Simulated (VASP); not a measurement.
Set up this calculation in VASP 6.6.1, as the native input.

| Property | Result |
| --- | --- |
| Task | single point |
| Functional | PBE |
| Potentials or basis | VASP PAW PBE potentials, release 64 (As, B) |
| Cutoff | 520 eV |
| k mesh | 10 × 10 × 10 |
| Occupations | fermi-dirac, width 0.05 eV |
| Spin | no spin polarisation |
| Dipole correction | no |
| Further INCAR settings | ALGO = Normal; EDIFF = 1e-07; NBANDS = 11 |

The structure of BAs lies in POSCAR:

```
BAs
1.0
    0.0000000000      2.3885000000      2.3885000000
    2.3885000000      0.0000000000      2.3885000000
    2.3885000000      2.3885000000      0.0000000000
As B
1 1
Direct
    0.7500000000      0.7500000000      0.7500000000
    0.0000000000      0.0000000000      0.0000000000
```

One way to write it, as run:

INCAR

```
SYSTEM = BAs
ALGO = Normal ; EDIFF = 1E-7
ENCUT = 520 ; GGA = PE
ISIF = 2 ; ISMEAR = -1
LASPH = .True. ; LCHARG = .False.
LREAL = .False. ; LWAVE = .False.
NBANDS = 11 ; NELM = 60
PREC = Accurate ; SIGMA = 0.05
```

KPOINTS

```
k-points
0
Gamma
  10 10 10
  0 0 0
```

Potentials or basis: VASP PAW PBE potentials, release 64 (As, B).

The run is started by

```sh
$ cat potpaw_PBE.64/As/POTCAR potpaw_PBE.64/B/POTCAR > POTCAR
$ mpirun -np 1 vasp_std > vasp.out
```

Results of the run:

```yaml
Pressure: 3.4 GPa
Band_gap_on_the_k_mesh: 1.18 eV, indirect (least direct gap 3.28 eV)
```

Run time: 31 s on 1 thread of AMD EPYC 7R43 64-Core Processor (Zen 3), on a shared host, peak memory 0.13 GiB.
